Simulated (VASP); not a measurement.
# V in VASP: a series of runs, part 2 of 3

VASP 6.6.1. The steps go on from the part before.

## Step 3: Electric field gradients, PBE, collinear spin, ferromagnetic start (14.41 Å³/atom)

This run uses another cell than the first one, of 14.41 Å³/atom.

INCAR reads:

```
PREC = Accurate
ENCUT = 520
EDIFF = 1E-8
ISMEAR = -1
SIGMA = 0.03
LREAL = F
LASPH = T
NELM = 150
ALGO = Normal
ISIF = 2
LWAVE = F
LCHARG = F
ISPIN = 2
MAGMOM = 1.5
LORBIT = 11
LMAXMIX = 4
GGA = PE
LEFG = T
NBANDS = 16
```

KPOINTS reads:

```
Automatic mesh
0
Gamma
  19 19 19
```

POSCAR reads:

```
V
1.0
   -1.5329101780      1.5329101780      1.5329101780
    1.5329101780     -1.5329101780      1.5329101780
    1.5329101780      1.5329101780     -1.5329101780
V
1
Direct
    0.0000000000      0.0000000000      0.0000000000
```

Potentials or basis: VASP PAW PBE potentials, release 64 (V_sv).

Run with:

```sh
$ cat potpaw_PBE.64/V_sv/POTCAR > POTCAR
$ mpirun -np 1 vasp_std > vasp.out
```

OUTCAR:

```text
PREC = Accurate
   ENCUT = 520
   EDIFF = 1E-8
   ISMEAR = -1
   LREAL = F
   LASPH = T
   NELM = 150
   ISIF = 2
   ISPIN = 2
   LORBIT = 11
   GGA = PE

 ion  position               nearest neighbor table
   1  0.000  0.000  0.000-

  LATTYP: Found a body centered cubic cell.
 ALAT       =     3.0658203560

  Lattice vectors:

 A1 = (  -1.5329101780,   1.5329101780,   1.5329101780)
 A2 = (   1.5329101780,  -1.5329101780,   1.5329101780)
 A3 = (   1.5329101780,   1.5329101780,  -1.5329101780)

Analysis of symmetry for initial positions (statically):
=====================================================================
 Subroutine PRICEL returns:
 Original cell was already a primitive cell.

 Routine SETGRP: Setting up the symmetry group for a
 body centered cubic supercell.

 Subroutine GETGRP returns: Found 48 space group operations
 (whereof 48 operations were pure point group operations)
 out of a pool of 48 trial point group operations.

The static configuration has the point symmetry O_h .

Analysis of symmetry for dynamics (positions and initial velocities):
=====================================================================
 Subroutine PRICEL returns:
 Original cell was already a primitive cell.

 Routine SETGRP: Setting up the symmetry group for a
 body centered cubic supercell.

 Subroutine GETGRP returns: Found 48 space group operations
 (whereof 48 operations were pure point group operations)
 out of a pool of 48 trial point group operations.

The dynamic configuration has the point symmetry O_h .

Analysis of structural, dynamic, and magnetic symmetry:
=====================================================================
 Subroutine PRICEL returns:
 Original cell was already a primitive cell.

 Routine SETGRP: Setting up the symmetry group for a
 body centered cubic supercell.

 Subroutine GETGRP returns: Found 48 space group operations
 (whereof 48 operations were pure point group operations)
 out of a pool of 48 trial point group operations.

The overall configuration has the point symmetry O_h .

 Subroutine INISYM returns: Found 48 space group operations
 (whereof 48 operations are pure point group operations),
 and found     1 'primitive' translations

----------------------------------------------------------------------------------------

                                     Primitive cell

  volume of cell :      14.4082

  direct lattice vectors                    reciprocal lattice vectors
    -1.532910178  1.532910178  1.532910178     0.000000000  0.326176972  0.326176972
     1.532910178 -1.532910178  1.532910178     0.326176972  0.000000000  0.326176972
     1.532910178  1.532910178 -1.532910178     0.326176972  0.326176972  0.000000000

  length of vectors
     2.655078312  2.655078312  2.655078312     0.461283897  0.461283897  0.461283897

  position of ions in fractional coordinates (direct lattice)
     0.000000000  0.000000000  0.000000000

  ion indices of the primitive-cell ions
   primitive index   ion index
[... 94 lines left out ...]
  volume/ion in A,a.u.               =      14.41        97.23
  Fermi-wavevector in a.u.,A,eV,Ry     =   1.581925  2.989405 34.048402  2.502487
  Thomas-Fermi vector in A             =   2.681926
   LORBIT       =     11    0 simple, 1 ext, 2 COOP (PROOUT), +10 PAW based schemes
   GGA     = PE    functional components
   LHFCALC =     F    Hartree Fock is set to
   AEXX    =    0.0000 exact exchange contribution
   IVDW    =     0    specifies the selected vdW correction
   LEPSILON=     F    determine dielectric tensor
   LRPA    =     F    only Hartree local field effects (RPA)
 spin polarized calculation
  energy-cutoff  :      520.00
  volume of cell :       14.41
 maximum number of plane-waves:       402
   NGX =  9   NGY =  9   NGZ =  9

 number of electron      13.0000007 magnetization       0.0000329

 number of electron      13.0000007 magnetization      -0.0000013

 Free energy of the ion-electron system (eV)
  ---------------------------------------------------
  ext. energy  EPLUGINS =         0.00000000
  ---------------------------------------------------
  free energy    TOTEN  =        -8.96156723 eV

  energy without entropy =       -8.95572485  energy(sigma->0) =       -8.95864604

 E-fermi :   8.8855     XC(G=0): -12.5440

 val. band max:        8.8768437366   @ k =   0.1053   0.0526   0.0526
 cond. band min:       8.8879493435   @ k =  -0.2632   0.3684   0.1053
 fundamental gap:      0.0111056070
 Fermi energy:         8.8854954631

 spin component 1

 k-point     1 :       0.0000    0.0000    0.0000
  band No.  band energies     occupation
      1     -54.9131      1.00000
      2     -28.3115      1.00000
      3     -28.3115      1.00000
      4     -28.3115      1.00000
      5       2.4618      1.00000
      6       9.2859      0.00000
[... 435 lines left out ...]
      5       5.9800      1.00000
      6       8.0948      1.00000
[... 8 lines left out ...]
     15      35.4018      0.00000
     16      36.4476      0.00000

 [... further k-points ...]

 spin component 2

 k-point     1 :       0.0000    0.0000    0.0000
  band No.  band energies     occupation
      1     -54.9131      1.00000
      2     -28.3115      1.00000
      3     -28.3115      1.00000
      4     -28.3115      1.00000
      5       2.4618      1.00000
      6       9.2859      0.00000
[... 435 lines left out ...]
      5       5.9800      1.00000
      6       8.0948      1.00000
[... 8 lines left out ...]
     15      35.4018      0.00000
     16      36.4476      0.00000

 [... further k-points ...]

------------------------ aborting loop because EDIFF is reached ----------------------------------------

  FORCE on cell =-STRESS in cart. coord.  units (eV):
  Direction    XX          YY          ZZ          XY          YZ          ZX
  --------------------------------------------------------------------------------------
  -------------------------------------------------------------------------------------
  Total       -0.9722041     -0.9722041     -0.9722041      0.0000000      0.0000000      0.0000000
  in kB     -108.1080153   -108.1080153   -108.1080153      0.0000000      0.0000000      0.0000000
  external PRESSURE =    -108.1080153 kB  Pullay stress =       0.0000000 kB

 VOLUME and BASIS-vectors are now :
 -----------------------------------------------------------------------------
  energy-cutoff  :      520.00
  volume of cell :       14.41
      direct lattice vectors                 reciprocal lattice vectors
    -1.532910178  1.532910178  1.532910178     0.000000000  0.326176972  0.326176972
     1.532910178 -1.532910178  1.532910178     0.326176972  0.000000000  0.326176972
     1.532910178  1.532910178 -1.532910178     0.326176972  0.326176972  0.000000000

 POSITION                                       TOTAL-FORCE (eV/Angst)
 -----------------------------------------------------------------------------------
      0.00000      0.00000      0.00000        -0.000000      0.000000     -0.000000
 -----------------------------------------------------------------------------------
    total drift:                                0.000000     -0.000000     -0.000000

  FREE ENERGIE OF THE ION-ELECTRON SYSTEM (eV)
  ---------------------------------------------------
  free  energy   TOTEN  =        -8.9615672292 eV

  energy  without entropy=       -8.9557248535  energy(sigma->0) =       -8.95864604

 Electric field gradients (V/A^2)
---------------------------------------------------------------------
 ion       V_xx      V_yy      V_zz      V_xy      V_xz      V_yz
---------------------------------------------------------------------
   1      -0.000    -0.000    -0.000     0.002     0.002     0.002
---------------------------------------------------------------------

 Electric field gradients after diagonalization (V/A^2)
 (convention: |V_zz| > |V_xx| > |V_yy|)
----------------------------------------------------------------------
 ion       V_xx      V_yy      V_zz     asymmetry (V_yy - V_xx)/ V_zz
----------------------------------------------------------------------
   1      -0.002    -0.002     0.004       0.000
----------------------------------------------------------------------

           NMR quadrupolar parameters

 Cq : quadrupolar parameter    Cq=e*Q*V_zz/h
 eta: asymmetry parameters     (V_yy - V_xx)/ V_zz
 Q  : nuclear electric quadrupole moment in mb (millibarn)
----------------------------------------------------------------------
 ion       Cq(MHz)       eta       Q (mb)
----------------------------------------------------------------------
   1       0.000       0.000       1.000
----------------------------------------------------------------------

 total charge

# of ion       s       p       d       tot
------------------------------------------
    1        2.322   6.200   3.019  11.542

 magnetization (x)

# of ion       s       p       d       tot
------------------------------------------
    1       -0.000  -0.000  -0.000  -0.000
```

It took 85 s on 1 thread of Intel Xeon 8259CL, shared host; peak memory 0.19 GiB.

Results:

```
Free energy                                           : -8.9616 eV
Pressure                                              : -10.8 GPa
Net moment                                            : 0.00 μB per cell
Largest electric field gradient by atom               : zero within the noise of the run
Valence electrons inside the program's atomic spheres : V 11.54
```

Caveat: the cell stands under tension.

## Step 4: Electric field gradients, PBE, collinear spin, ferromagnetic start (14.41 Å³/atom)

This run uses another cell than the first one, of 14.41 Å³/atom.

INCAR reads:

```
SYSTEM = V
PREC = Accurate ; ENCUT = 520
EDIFF = 1E-8 ; ISMEAR = -1
SIGMA = 0.03 ; LREAL = .False.
LASPH = .True. ; NELM = 150
ALGO = Normal ; ISIF = 2
LWAVE = .False. ; LCHARG = .False.
ISPIN = 2 ; MAGMOM = 1.5
LORBIT = 11 ; LMAXMIX = 4
GGA = PE ; LEFG = .True.
NBANDS = 16
```

KPOINTS reads:

```
regular mesh
0
Gamma
  19 19 19
  0 0 0
```

POSCAR is that of step 3.

Potentials or basis: VASP PAW PBE potentials, release 64 (V_sv).

Run with:

```sh
$ cat potpaw_PBE.64/V_sv/POTCAR > POTCAR
$ mpirun -np 1 vasp_std > vasp.out
```

OUTCAR:

```text
SYSTEM = V
   PREC = Accurate
   ENCUT = 520
   EDIFF = 1E-8
   ISMEAR = -1
   LREAL = .False.
   LASPH = .True.
   NELM = 150
   ISIF = 2
   ISPIN = 2
   LORBIT = 11
   GGA = PE

 ion  position               nearest neighbor table
   1  0.000  0.000  0.000-

  LATTYP: Found a body centered cubic cell.
 ALAT       =     3.0658203560

  Lattice vectors:

 A1 = (  -1.5329101780,   1.5329101780,   1.5329101780)
 A2 = (   1.5329101780,  -1.5329101780,   1.5329101780)
 A3 = (   1.5329101780,   1.5329101780,  -1.5329101780)

Analysis of symmetry for initial positions (statically):
=====================================================================
 Subroutine PRICEL returns:
 Original cell was already a primitive cell.

 Routine SETGRP: Setting up the symmetry group for a
 body centered cubic supercell.

 Subroutine GETGRP returns: Found 48 space group operations
 (whereof 48 operations were pure point group operations)
 out of a pool of 48 trial point group operations.

The static configuration has the point symmetry O_h .

Analysis of symmetry for dynamics (positions and initial velocities):
=====================================================================
 Subroutine PRICEL returns:
 Original cell was already a primitive cell.

 Routine SETGRP: Setting up the symmetry group for a
 body centered cubic supercell.

 Subroutine GETGRP returns: Found 48 space group operations
 (whereof 48 operations were pure point group operations)
 out of a pool of 48 trial point group operations.

The dynamic configuration has the point symmetry O_h .

Analysis of structural, dynamic, and magnetic symmetry:
[... 634 lines left out ...]
      6       9.2859      0.00000
[... 435 lines left out ...]
      5       5.9800      1.00000
      6       8.0948      1.00000
[... 8 lines left out ...]
     15      35.4018      0.00000
     16      36.4476      0.00000

 [... further k-points ...]

------------------------ aborting loop because EDIFF is reached ----------------------------------------

  FORCE on cell =-STRESS in cart. coord.  units (eV):
  Direction    XX          YY          ZZ          XY          YZ          ZX
  --------------------------------------------------------------------------------------
  -------------------------------------------------------------------------------------
  Total       -0.9722041     -0.9722041     -0.9722041      0.0000000      0.0000000      0.0000000
  in kB     -108.1080153   -108.1080153   -108.1080153      0.0000000      0.0000000      0.0000000
  external PRESSURE =    -108.1080153 kB  Pullay stress =       0.0000000 kB

 VOLUME and BASIS-vectors are now :
 -----------------------------------------------------------------------------
  energy-cutoff  :      520.00
  volume of cell :       14.41
      direct lattice vectors                 reciprocal lattice vectors
    -1.532910178  1.532910178  1.532910178     0.000000000  0.326176972  0.326176972
     1.532910178 -1.532910178  1.532910178     0.326176972  0.000000000  0.326176972
     1.532910178  1.532910178 -1.532910178     0.326176972  0.326176972  0.000000000

 POSITION                                       TOTAL-FORCE (eV/Angst)
 -----------------------------------------------------------------------------------
      0.00000      0.00000      0.00000        -0.000000      0.000000     -0.000000
 -----------------------------------------------------------------------------------
    total drift:                                0.000000     -0.000000     -0.000000

  FREE ENERGIE OF THE ION-ELECTRON SYSTEM (eV)
  ---------------------------------------------------
  free  energy   TOTEN  =        -8.9615672292 eV

  energy  without entropy=       -8.9557248535  energy(sigma->0) =       -8.95864604

 Electric field gradients (V/A^2)
---------------------------------------------------------------------
 ion       V_xx      V_yy      V_zz      V_xy      V_xz      V_yz
---------------------------------------------------------------------
   1      -0.000    -0.000    -0.000     0.002     0.002     0.002
---------------------------------------------------------------------

 Electric field gradients after diagonalization (V/A^2)
 (convention: |V_zz| > |V_xx| > |V_yy|)
----------------------------------------------------------------------
 ion       V_xx      V_yy      V_zz     asymmetry (V_yy - V_xx)/ V_zz
----------------------------------------------------------------------
   1      -0.002    -0.002     0.004       0.000
----------------------------------------------------------------------

           NMR quadrupolar parameters

 Cq : quadrupolar parameter    Cq=e*Q*V_zz/h
 eta: asymmetry parameters     (V_yy - V_xx)/ V_zz
 Q  : nuclear electric quadrupole moment in mb (millibarn)
----------------------------------------------------------------------
 ion       Cq(MHz)       eta       Q (mb)
----------------------------------------------------------------------
   1       0.000       0.000       1.000
----------------------------------------------------------------------

 total charge

# of ion       s       p       d       tot
------------------------------------------
    1        2.322   6.200   3.019  11.542

 magnetization (x)

# of ion       s       p       d       tot
------------------------------------------
    1       -0.000  -0.000  -0.000  -0.000
```

OSZICAR:

```text
N       E                     dE             d eps       ncg     rms          rms(c)
DAV:   1     0.945996500053E+02    0.94600E+02   -0.64713E+03 14176   0.881E+02
DAV:   2    -0.861029792263E+01   -0.10321E+03   -0.99201E+02 15456   0.271E+02
DAV:   3    -0.101512030328E+02   -0.15409E+01   -0.15391E+01 16160   0.362E+01
DAV:   4    -0.101575450366E+02   -0.63420E-02   -0.63419E-02 16576   0.245E+00
DAV:   5    -0.101576043824E+02   -0.59346E-04   -0.59345E-04 16296   0.221E-01    0.176E+01
DAV:   6    -0.895322229533E+01    0.12044E+01   -0.18251E+00 14360   0.226E+01    0.192E+00
DAV:   7    -0.896350620726E+01   -0.10284E-01   -0.88649E-02 15392   0.263E+00    0.138E+00
DAV:   8    -0.896191788240E+01    0.15883E-02   -0.51786E-03 15840   0.879E-01    0.852E-01
DAV:   9    -0.896116381915E+01    0.75406E-03   -0.15688E-03 16344   0.438E-01    0.135E-01
DAV:  10    -0.896150025712E+01   -0.33644E-03   -0.58795E-04 15456   0.220E-01    0.565E-02
DAV:  11    -0.896155304851E+01   -0.52791E-04   -0.76652E-05 16616   0.699E-02    0.210E-02
DAV:  12    -0.896156518502E+01   -0.12137E-04   -0.87819E-06 15048   0.246E-02    0.916E-03
DAV:  13    -0.896156640656E+01   -0.12215E-05   -0.45846E-07 16680   0.638E-03    0.460E-03
DAV:  14    -0.896156700961E+01   -0.60306E-06   -0.34700E-07 16104   0.348E-03    0.183E-03
DAV:  15    -0.896156722112E+01   -0.21150E-06   -0.15886E-07 16280   0.213E-03    0.318E-04
DAV:  16    -0.896156723624E+01   -0.15122E-07   -0.72071E-09 11784   0.777E-04    0.110E-04
DAV:  17    -0.896156722920E+01    0.70359E-08   -0.36592E-10  7464   0.186E-04
   1 F= -.89615672E+01 E0= -.89586460E+01  d E =-.584238E-02  mag=    -0.0000
```

stdout:

```text
POSCAR found type information on POSCAR V
 POSCAR found :  1 types and       1 ions
 scaLAPACK will be used
 LDA part: xc-table for (Slater+PW92), standard interpolation
 POSCAR, INCAR and KPOINTS ok, starting setup
 FFT: planning ... GRIDC
 FFT: planning ... GRID_SOFT
 FFT: planning ... GRID
 WAVECAR not read
 entering main loop
ion   1
```

It took 88 s on 1 thread of Intel Xeon 8259CL, shared host; peak memory 0.19 GiB.

What came out:

| Property | Result |
| --- | --- |
| Free energy | -8.9616 eV |
| Pressure | -10.8 GPa |
| Net moment | 0.00 μB per cell |
| Largest electric field gradient by atom | zero within the noise of the run |
| Valence electrons inside the program's atomic spheres | V 11.54 |

Levels at points of the mesh, in eV from the Fermi level:
Spin up:
| k point | band 4 | band 5 | band 6 | band 7 | band 8 | band 9 | band 10 | band 11 |
| --- | --- | --- | --- | --- | --- | --- | --- | --- |
| (0.00, 0.00, 0.00) | -37.20 | -6.42 | 0.40 | 0.40 | 0.40 | 2.25 | 2.25 | 19.96 |
Spin down:
```
           k point  band 5  band 6  band 7  band 8  band 9  band 10
(0.00, 0.00, 0.00)   -6.42    0.40    0.40    0.40    2.25     2.25
```

Caveat: the cell stands under tension.

(Part 2 of 3 ends here.)
